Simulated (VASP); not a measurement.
Runs of VASP 6.6.1 on CuAu3. The structure is that of space group Pm-3m (No. 221), or close to it. The cells are those of the table. 

| task | cell | k mesh | cutoff (eV) | gap on the mesh (eV) | pressure (GPa) |
| --- | --- | --- | --- | --- | --- |
| single point | a = 3.736 Å, 4 atoms | 14 × 14 × 14 | 520 | none | 53.4 |
| single point | a = 4.133 Å, 4 atoms | 14 × 14 × 14 | 520 | none | -14.6 |
| single point | a = 3.815 Å, 4 atoms | 14 × 14 × 14 | 520 | none | 29.7 |
| single point | a = 3.974 Å, 4 atoms | 14 × 14 × 14 | 520 | none | -0.3 |
| single point | a = 3.974 Å, 4 atoms | 10 × 10 × 10 | 520 | none | -0.2 |
| single point | a = 4.213 Å, 4 atoms | 14 × 14 × 14 | 520 | none | (b) |
| relaxation of cell and atoms | relaxed from a = 3.980 Å, 4 atoms | 10 × 10 × 10 | 600 | none | 0.0 |
| single point | a = 3.815, b = 4.014, c = 4.014 Å, 4 atoms | 14 × 14 × 14 | 520 | none | (a) |

Alike in all rows: level PBEsol; potentials or basis VASP PAW PBE potentials, release 64 (Cu, Au); no spin polarisation; smearing gaussian 0.1 eV.

Estimate the missing entries.

(a) 3.6; (b) -18.5.

Caveats: the PAW data sets were made with another functional, which shifts forces and pressure a little; spin-orbit coupling is left out, which moves the levels of the heavy elements.

A k mesh can miss the band edges, and the runs leave out spin-orbit coupling on Au.

A gap of «none» marks levels without a gap at the run's occupations.
